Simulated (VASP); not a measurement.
# CaBe2 (I4/mmm) in VASP: further runs

CaBe2 is run at these levels: PBE, PBEsol; tasks: single point.

Program: VASP 6.6.1. These are calculated values, not measurements. Logs are shortened: lines on timing, memory, paths and dates and some standing lists are left out, and cuts for length are marked.

## 1. The cell of the first run

It takes space group I4/mmm (No. 139, tetragonal). The conventional cell has a = 3.029 Å, b = 3.029 Å, c = 10.376 Å, α = 90.00°, β = 90.00°, γ = 90.00°. Within 3.9 Å of Ca (site symmetry 4/mmm) lie 10 Be at 2.97 to 3.08 Å and 4 Ca at 3.03 Å. Be (site symmetry 4mm) has 8 Be at 2.27 to 3.03 Å and 5 Ca at 2.97 to 3.08 Å within 3.1 Å.

## 2. Single point, PBE

Input file INCAR:

```
SYSTEM = CaBe2
PREC     = Accurate       ! precision mode
ENCUT    = 520            ! plane-wave cutoff, eV
EDIFF    = 1E-6           ! SCF threshold, eV
ISMEAR   = 0              ! smearing method
SIGMA    = 0.1            ! smearing width, eV
LREAL    = .FALSE.        ! projectors in reciprocal space
LASPH    = .TRUE.         ! aspherical terms in the spheres
NELM     = 100            ! most SCF steps
ALGO     = Fast           ! electronic algorithm
ISIF     = 2              ! what is computed and relaxed
LWAVE    = .FALSE.        ! write WAVECAR
LCHARG   = .FALSE.        ! write CHGCAR
GGA      = PE             ! functional
NBANDS   = 14             ! bands
```

Input file KPOINTS:

```
Automatic mesh
0
G
  22 22 22
  0 0 0
```

Input file POSCAR:

```
CaBe2
1.0
   -1.5143789885      1.5143789885      5.1881710850
    1.5143789885     -1.5143789885      5.1881710850
    1.5143789885      1.5143789885     -5.1881710850
Ca Be
1 2
Direct
    0.0000000000      0.0000000000      0.0000000000
    0.2861425896      0.2861425896      0.0000000000
    0.7138574104      0.7138574104      0.0000000000
```

Potentials or basis: VASP PAW PBE potentials, release 64 (Ca_sv, Be).

Command:

```
$ cat potpaw_PBE.64/Ca_sv/POTCAR potpaw_PBE.64/Be/POTCAR > POTCAR
$ mpirun -np 1 vasp_std > vasp.out
```

OUTCAR:

```text
SYSTEM = CaBe2
   PREC = Accurate
   ENCUT = 520
   EDIFF = 1E-6
   ISMEAR = 0
   LREAL = .FALSE.
   LASPH = .TRUE.
   NELM = 100
   ISIF = 2
   GGA = PE

 ion  position               nearest neighbor table
   1  0.000  0.000  0.000-
   2  0.286  0.286  0.000-   3 2.27   3 2.27   3 2.27   3 2.27
   3  0.714  0.714  0.000-   2 2.27   2 2.27   2 2.27   2 2.27

  LATTYP: Found a body centered tetragonal cell.
 ALAT       =     3.0287579770
 C/A-ratio  =     3.4259396917

  Lattice vectors:

 A1 = (  -1.5143789885,   1.5143789885,   5.1881710850)
 A2 = (   1.5143789885,  -1.5143789885,   5.1881710850)
 A3 = (   1.5143789885,   1.5143789885,  -5.1881710850)

Analysis of symmetry for initial positions (statically):
=====================================================================
 Subroutine PRICEL returns:
 Original cell was already a primitive cell.

 Routine SETGRP: Setting up the symmetry group for a
 body centered tetragonal supercell.

 Subroutine GETGRP returns: Found 16 space group operations
 (whereof 16 operations were pure point group operations)
 out of a pool of 16 trial point group operations.

The static configuration has the point symmetry D_4h.

Analysis of symmetry for dynamics (positions and initial velocities):
=====================================================================
 Subroutine PRICEL returns:
 Original cell was already a primitive cell.

 Routine SETGRP: Setting up the symmetry group for a
 body centered tetragonal supercell.

 Subroutine GETGRP returns: Found 16 space group operations
 (whereof 16 operations were pure point group operations)
 out of a pool of 16 trial point group operations.

The dynamic configuration has the point symmetry D_4h.

 Subroutine INISYM returns: Found 16 space group operations
 (whereof 16 operations are pure point group operations),
 and found     1 'primitive' translations

----------------------------------------------------------------------------------------

                                     Primitive cell

  volume of cell :      47.5930

  direct lattice vectors                    reciprocal lattice vectors
    -1.514378989  1.514378989  5.188171085     0.000000000  0.330168342  0.096373075
     1.514378989 -1.514378989  5.188171085     0.330168342  0.000000000  0.096373075
     1.514378989  1.514378989 -5.188171085     0.330168342  0.330168342  0.000000000

  length of vectors
     5.612825193  5.612825193  5.612825193     0.343946077  0.343946077  0.466928547

  position of ions in fractional coordinates (direct lattice)
     0.000000000  0.000000000  0.000000000
     0.286142590  0.286142590  0.000000000
     0.713857410  0.713857410  0.000000000

  ion indices of the primitive-cell ions
   primitive index   ion index
                 1           1
                 2           2
                 3           3

----------------------------------------------------------------------------------------

 KPOINTS: Automatic mesh

Automatic generation of k-mesh.
 Grid dimensions read from file:
 generate k-points for:   22   22   22

 Generating k-lattice:

  Cartesian coordinates                     Fractional coordinates (reciprocal lattice)
     0.000000000  0.015007652  0.004380594     0.045454545 -0.000000000  0.000000000
     0.015007652  0.000000000  0.004380594    -0.000000000  0.045454545  0.000000000
     0.015007652  0.015007652  0.000000000     0.000000000  0.000000000  0.045454545

  Length of vectors
     0.015633913  0.015633913  0.021224025

  Shift w.r.t. Gamma in fractional coordinates (k-lattice)
     0.000000000  0.000000000  0.000000000

 Subroutine IBZKPT returns following result:
 ===========================================

 Found    834 irreducible k-points:

 Following reciprocal coordinates:
            Coordinates               Weight
  0.000000  0.000000  0.000000      1.000000
  0.045455  0.000000 -0.000000      8.000000
  0.090909  0.000000 -0.000000      8.000000
  0.136364  0.000000  0.000000      8.000000
  0.181818  0.000000  0.000000      8.000000
  0.227273  0.000000 -0.000000      8.000000
[... 16 lines left out ...]
  0.500000  0.045455 -0.000000     16.000000
 -0.454545  0.045455 -0.000000     16.000000
 [... further k-points ...]
   k-points           NKPTS =    834   k-points in BZ     NKDIM =    834   number of bands    NBANDS=     14
   number of dos      NEDOS =    301   number of ions     NIONS =      3
   total plane-waves  NPLWV =  74088
   dimension x,y,z NGX =    42 NGY =   42 NGZ =   42
   dimension x,y,z NGXF=    84 NGYF=   84 NGZF=   84
   ions per type =               1   2
   NGX,Y,Z   is equivalent  to a cutoff of  12.44, 12.44, 12.44 a.u.
   NGXF,Y,Z  is equivalent  to a cutoff of  24.88, 24.88, 24.88 a.u.
 SYSTEM =  CaBe2
   PREC   = accura    normal or accurate (medium, high low for compatibility)
   ISTART =      0    job   : 0-new  1-cont  2-samecut
   ICHARG =      2    charge: 1-file 2-atom 10-const
   ISPIN  =      1    spin polarized calculation?
   LNONCOLLINEAR =      F non collinear calculations
   LSORBIT =      F    spin-orbit coupling
   LASPH  =      T    aspherical Exc in radial PAW
   ENCUT  =  520.0 eV  38.22 Ry    6.18 a.u.  10.44 10.44 10.44*2*pi/ulx,y,z
   NELM   =    100;   NELMIN=  2; NELMDL= -5     # of ELM steps
   EDIFF  = 0.1E-05   stopping-criterion for ELM
   LREAL  =      F    real-space projection
   EDIFFG = 0.1E-04   stopping-criterion for IOM
   NSW    =      0    number of steps for IOM
   IBRION =     -1    ionic relax: 0-MD 1-quasi-New 2-CG
   NFREE  =      0    steps in history (QN), initial steepest desc. (CG)
   ISIF   =      2    stress and relaxation
   ISYM   =      2    0-nonsym 1-usesym 2-fastsym
   POTIM  = 0.5000    time-step for ionic-motion
   TEBEG  =    0.0;   TEEND  =   0.0 temperature during run
   PSTRESS=    0.0 pullay stress
   NELECT =      14.0000    total number of electrons
   NUPDOWN=      -1.0000    fix difference up-down
   EMIN   =  10.00;   EMAX   =-10.00  energy-range for DOS
   EFERMI =   0.00;   METHOD = LEGACY
   ISMEAR =     0;   SIGMA  =   0.10  broadening in eV -4-tet -1-fermi 0-gaus
   EFERMI_NEDOS =   21; number of points for ismear=-14 and -15
   IALGO  =     68    algorithm
   IMIX   =      4    mixing-type and parameters
     AMIX     =   0.40;   BMIX     =  1.00
     AMIX_MAG =   1.60;   BMIX_MAG =  1.00
  volume/ion in A,a.u.               =      15.86       107.06
  Fermi-wavevector in a.u.,A,eV,Ry     =   1.088771  2.057478 16.128636  1.185421
  Thomas-Fermi vector in A             =   2.224959
   LORBIT       =      0    0 simple, 1 ext, 2 COOP (PROOUT), +10 PAW based schemes
   GGA     = PE    functional components
   LHFCALC =     F    Hartree Fock is set to
   AEXX    =    0.0000 exact exchange contribution
   IVDW    =     0    specifies the selected vdW correction
   LEPSILON=     F    determine dielectric tensor
   LRPA    =     F    only Hartree local field effects (RPA)
 non-spin polarized calculation
 RMM-DIIS sequential band-by-band and
 Gauss-broadening in eV      SIGMA  =   0.10
  energy-cutoff  :      520.00
  volume of cell :       47.59
 maximum number of plane-waves:      1297
 NGX is ok and might be reduce to    42
   NGX = 21   NGY = 21   NGZ = 21

 number of electron      14.0000001 magnetization

 Free energy of the ion-electron system (eV)
  ---------------------------------------------------
  ext. energy  EPLUGINS =         0.00000000
  ---------------------------------------------------
  free energy    TOTEN  =        -8.19494401 eV

  energy without entropy =       -8.18505826  energy(sigma->0) =       -8.19000114

 E-fermi :   4.0618     XC(G=0):  -9.5195

 val. band max:        4.0609137535   @ k =  -0.3636  -0.4545   0.2273
 cond. band min:       4.0627684145   @ k =  -0.2727   0.0455   0.0000
 fundamental gap:      0.0018546610
 Fermi energy:         4.0617608197

 k-point     1 :       0.0000    0.0000    0.0000
  band No.  band energies     occupation
      1     -36.7712      2.00000
      2     -17.7674      2.00000
      3     -17.4633      2.00000
      4     -17.4633      2.00000
      5      -3.4641      2.00000
      6       2.0077      2.00000
      7       2.5702      2.00000
      8       5.5470      0.00000
      9       6.9725      0.00000
     10       6.9725      0.00000
     11       9.0885      0.00000
     12      10.4255      0.00000
     13      10.4871      0.00000
     14      10.4871      0.00000

 k-point     2 :       0.0455    0.0000   -0.0000
  band No.  band energies     occupation
      1     -36.7691      2.00000
      2     -17.7652      2.00000
      3     -17.4807      2.00000
      4     -17.4618      2.00000
      5      -3.4326      2.00000
      6       1.9778      2.00000
      7       2.6556      2.00000
      8       5.5718      0.00000
      9       6.7814      0.00000
     10       7.0033      0.00000
     11       9.0970      0.00000
     12      10.3608      0.00000
     13      10.4327      0.00000
     14      10.4871      0.00000

 k-point     3 :       0.0909    0.0000   -0.0000
  band No.  band energies     occupation
      1     -36.7631      2.00000
      2     -17.7586      2.00000
      3     -17.5310      2.00000
      4     -17.4575      2.00000
      5      -3.3386      2.00000
      6       1.9295      2.00000
      7       2.8675      2.00000
      8       5.6380      0.00000
      9       6.2829      0.00000
     10       7.0952      0.00000
     11       9.1233      0.00000
     12      10.1802      0.00000
     13      10.3036      0.00000
     14      10.4899      0.00000

 k-point     4 :       0.1364    0.0000    0.0000
  band No.  band energies     occupation
      1     -36.7535      2.00000
      2     -17.7481      2.00000
      3     -17.6095      2.00000
      4     -17.4506      2.00000
      5      -3.1840      2.00000
      6       1.9080      2.00000
      7       3.1515      2.00000
      8       5.5375      0.00000
      9       5.8051      0.00000
     10       7.2468      0.00000
     11       9.1602      0.00000
     12       9.9217      0.00000
     13      10.1483      0.00000
     14      10.4962      0.00000

 k-point     5 :       0.1818    0.0000    0.0000
  band No.  band energies     occupation
      1     -36.7411      2.00000
      2     -17.7347      2.00000
      3     -17.7090      2.00000
      4     -17.4416      2.00000
      5      -2.9711      2.00000
      6       1.9303      2.00000
      7       3.4759      2.00000
      8       4.8113      0.00000
      9       5.8816      0.00000
     10       7.4550      0.00000
     11       9.1826      0.00000
[... 276 lines left out ...]
 k-point    22 :       0.4545    0.0455    0.0000
  band No.  band energies     occupation
      1     -36.6673      2.00000
      2     -18.2496      2.00000
      3     -17.6543      2.00000
      4     -17.4061      2.00000
      5      -0.6157      2.00000
      6       0.5655      2.00000
      7       3.0738      2.00000
      8       4.0809      0.78616
      9       5.7581      0.00000
     10       8.1431      0.00000
     11       9.1109      0.00000
     12       9.3218      0.00000
     13      10.7839      0.00000
     14      10.9430      0.00000

 k-point    23 :       0.5000    0.0455   -0.0000
  band No.  band energies     occupation
      1     -36.6652      2.00000
      2     -18.2650      2.00000
      3     -17.6519      2.00000
      4     -17.4045      2.00000
      5      -0.2556      2.00000
      6       0.1579      2.00000
      7       3.2746      2.00000
      8       3.9054      1.97296
      9       5.7545      0.00000
     10       8.1235      0.00000
     11       9.1301      0.00000
     12       9.3827      0.00000
     13      10.8689      0.00000
     14      11.0350      0.00000

 k-point    24 :      -0.4545    0.0455   -0.0000
  band No.  band energies     occupation
      1     -36.6673      2.00000
      2     -18.2496      2.00000
      3     -17.6541      2.00000
      4     -17.4061      2.00000
      5      -0.6458      2.00000
      6       0.5814      2.00000
      7       3.1425      2.00000
      8       4.0737      0.86580
      9       5.7087      0.00000
     10       8.1629      0.00000
     11       9.1311      0.00000
     12       9.2868      0.00000
     13      10.6810      0.00000
     14      10.9282      0.00000

 [... further k-points ...]
[... 5 lines left out ...]
  --------------------------------------------------------------------------------------
  -------------------------------------------------------------------------------------
  Total        0.0165447      0.0165447      0.0341804      0.0000000     -0.0000000      0.0000000
  in kB        0.5569622      0.5569622      1.1506513      0.0000000     -0.0000000      0.0000000
  external PRESSURE =       0.7548586 kB  Pullay stress =       0.0000000 kB

 VOLUME and BASIS-vectors are now :
 -----------------------------------------------------------------------------
  energy-cutoff  :      520.00
  volume of cell :       47.59
      direct lattice vectors                 reciprocal lattice vectors
    -1.514378989  1.514378989  5.188171085     0.000000000  0.330168342  0.096373075
     1.514378989 -1.514378989  5.188171085     0.330168342  0.000000000  0.096373075
     1.514378989  1.514378989 -5.188171085     0.330168342  0.330168342  0.000000000

 POSITION                                       TOTAL-FORCE (eV/Angst)
 -----------------------------------------------------------------------------------
      0.00000      0.00000      0.00000         0.000000      0.000000     -0.000000
      0.00000      0.00000      2.96911        -0.000000     -0.000000      0.001535
      0.00000      0.00000      7.40723         0.000000      0.000000     -0.001535
 -----------------------------------------------------------------------------------
    total drift:                               -0.000000      0.000000     -0.000000

  FREE ENERGIE OF THE ION-ELECTRON SYSTEM (eV)
  ---------------------------------------------------
  free  energy   TOTEN  =        -8.1949440131 eV

  energy  without entropy=       -8.1850582628  energy(sigma->0) =       -8.19000114
```

Wall time 46 min (1 thread of Intel Xeon Platinum 8488C (Sapphire Rapids), shared host); peak memory 0.73 GiB.

Results:

| Quantity | Value |
| --- | --- |
| Free energy | -8.1949 eV |
| Pressure | 0.1 GPa |
| Band gap on the k mesh | zero (bands 7 and 8 overlap by 1.45 eV) |

## 3. Single point, PBEsol

Input file INCAR:

```
ALGO = Fast
EDIFF = 1E-6
ENCUT = 520
GGA = PS
ISIF = 2
ISMEAR = 0
LASPH = True
LCHARG = False
LREAL = False
LWAVE = False
NBANDS = 14
NELM = 80
PREC = Accurate
SIGMA = 0.1
```

Input file KPOINTS:

```
k-points
0
Gamma
  22 22 22
```

POSCAR is that of step 2.

Potentials or basis: VASP PAW PBE potentials, release 64 (Ca_sv, Be).

Command:

```
$ cat potpaw_PBE.64/Ca_sv/POTCAR potpaw_PBE.64/Be/POTCAR > POTCAR
$ mpirun -np 1 vasp_std > vasp.out
```

Run time: 25 min. Hardware: 1 thread of Intel Xeon Platinum 8488C (Sapphire Rapids), shared host; peak memory 0.73 GiB.

It converged, with:

```
Free energy            : -8.9181 eV
Pressure               : -1.2 GPa
Largest force          : 0.034 eV/Å
Band gap on the k mesh : zero (bands 7 and 8 overlap by 1.44 eV)
```

Forces on the atoms (eV/Å):
```
Ca   0.000  0.000  0.000
Be   0.000  0.000  0.034
Be   0.000  0.000 -0.034
```

Levels at points of the mesh, in eV from the Fermi level:
```tsv
k point	band 5	band 6	band 7	band 8	band 9	band 10
(0.00, 0.00, 0.00)	-7.51	-2.04	-1.52	1.43	2.92	2.92
(0.50, 0.00, 0.00)	-4.34	-3.90	-0.84	-0.13	1.58	4.15
(0.50, 0.50, 0.00)	-2.48	-2.07	-1.41	0.83	1.35	1.59
(0.50, 0.50, 0.50)	-6.86	-4.44	0.96	1.38	3.56	3.56
```

Caveat: the PAW data sets were made with another functional, which shifts forces and pressure a little.
